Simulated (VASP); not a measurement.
Wanted: the native input for a VASP 6.6.1 run.

* Task: relaxation of cell and atoms
* Functional: PBE
* Potentials or basis: VASP PAW PBE potentials, release 64 (Ga_d, Sn_d, S)
* Cutoff: 600 eV
* k mesh: 3 × 3 × 3
* Occupations: gaussian, width 0.2 eV
* Spin: no spin polarisation
* Dipole correction: no
* Further INCAR settings: ALGO = Normal; EDIFF = 1e-06; IBRION = 2; EDIFFG = -0.08; NSW = 36; ISIF = 3

The structure of GaSn4S3 lies in POSCAR:

```
GaSn4S3
1.0
    5.7700000000      0.0000000000      0.0000000000
    0.0000000000      5.7700000000      0.0000000000
    0.0000000000      0.0000000000      5.7700000000
Ga Sn S
1 4 3
Direct
    0.0000000000      0.0000000000      0.0000000000
    0.5000000000      0.0000000000      0.0000000000
    0.5000000000      0.5000000000      0.5000000000
    0.0000000000      0.5000000000      0.0000000000
    0.0000000000      0.0000000000      0.5000000000
    0.5000000000      0.0000000000      0.5000000000
    0.5000000000      0.5000000000      0.0000000000
    0.0000000000      0.5000000000      0.5000000000
```

These files were run (other wordings do the same):

INCAR

```
  PREC = Accurate
  ENCUT = 600
  EDIFF = 1E-6
  ISMEAR = 0
  SIGMA = 0.2
  LREAL = False
  LASPH = True
  NELM = 100
  ALGO = Normal
  ISIF = 3
  LWAVE = False
  LCHARG = False
  GGA = PE
  IBRION = 2
  NSW = 36
  EDIFFG = -0.08
```

KPOINTS

```
regular mesh
0
Gamma
  3 3 3
```

Potentials or basis: VASP PAW PBE potentials, release 64 (Ga_d, Sn_d, S).

Launch:

```bash
$ cat potpaw_PBE.64/Ga_d/POTCAR potpaw_PBE.64/Sn_d/POTCAR potpaw_PBE.64/S/POTCAR > POTCAR
$ mpirun -np 1 vasp_std > vasp.out
```

It gave:

```
Pressure after relaxing : 0.0 GPa
```

Caveat: the k points lie up to 0.36 Å⁻¹ apart in the final cell; the relaxation stopped at its first step, so nothing moved.

It took 45 s on 1 thread of Intel(R) Xeon(R) Platinum 8375C CPU @ 2.90GHz (Ice Lake) (shared host), peak memory 0.33 GiB.
